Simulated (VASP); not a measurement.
Input of a VASP 6.6.1 run:

The input INCAR:

```
SYSTEM = Na
  PREC = Accurate
  ENCUT = 520
  EDIFF = 1E-7
  ISMEAR = 0
  SIGMA = 0.1
  LREAL = .False.
  LASPH = .True.
  NELM = 80
  ALGO = Normal
  ISIF = 2
  LWAVE = .False.
  LCHARG = .False.
  GGA = PE
  NBANDS = 14
```

KPOINTS

```
Automatic mesh
0
Gamma
  6 6 6
  0 0 0
```

The input POSCAR:

```
Na
1.0
    5.7321492842      0.0000000033      0.0000000000
   -2.8660746449      4.9641868967      0.0000000000
    0.0000000000      0.0000000000      3.3767719343
Na
2
Direct
    0.3333333333      0.6666666667      0.5000000000
    0.6666666667      0.3333333333      0.5000000000
```

Potentials or basis: VASP PAW PBE potentials, release 64 (Na_pv).

Run with:

```console
$ cat potpaw_PBE.64/Na_pv/POTCAR > POTCAR
$ mpirun -np 1 vasp_std > vasp.out
```

**Question.** Estimate the band gap on the k mesh.

**Answer.** Zero (band 7 reaches 1.58 eV, above the bottom of band 8 at -1.38 eV).

**Question.** Predict the pressure.

**Answer.** 0.3 GPa.

Stress tensor (GPa, compression positive):
```
0.29 0.00 0.00
0.00 0.29 0.00
0.00 0.00 0.20
```
